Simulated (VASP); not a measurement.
Input of a VASP 6.6.1 run:

File INCAR:

```
SYSTEM = Ag
PREC     = Accurate       ! precision mode
ENCUT    = 520            ! plane-wave cutoff, eV
EDIFF    = 1E-6           ! SCF threshold, eV
ISMEAR   = 0              ! smearing method
SIGMA    = 0.05           ! smearing width, eV
LREAL    = .False.        ! projectors in reciprocal space
LASPH    = .True.         ! aspherical terms in the spheres
NELM     = 80             ! most SCF steps
ALGO     = Normal         ! electronic algorithm
ISIF     = 2              ! what is computed and relaxed
LWAVE    = .False.        ! write WAVECAR
LCHARG   = .False.        ! write CHGCAR
GGA      = PS             ! functional
NBANDS   = 12             ! bands
```

Contents of KPOINTS:

```
regular mesh
0
Gamma
  10 10 10
  0 0 0
```

POSCAR

```
Ag
1.0
    0.0000000000      2.0286188567      2.0286188567
    2.0286188567      0.0000000000      2.0286188567
    2.0286188567      2.0286188567      0.0000000000
Ag
1
Direct
    0.0000000000      0.0000000000      0.0000000000
```

Potentials or basis: VASP PAW PBE potentials, release 64 (Ag).

Launch:

```sh
$ cat potpaw_PBE.64/Ag/POTCAR > POTCAR
$ mpirun -np 1 vasp_std > vasp.out
```

(1) Estimate the pressure.

Results:

(1) -0.2 GPa.

Caveat: the PAW data sets were made with another functional, which shifts forces and pressure a little.
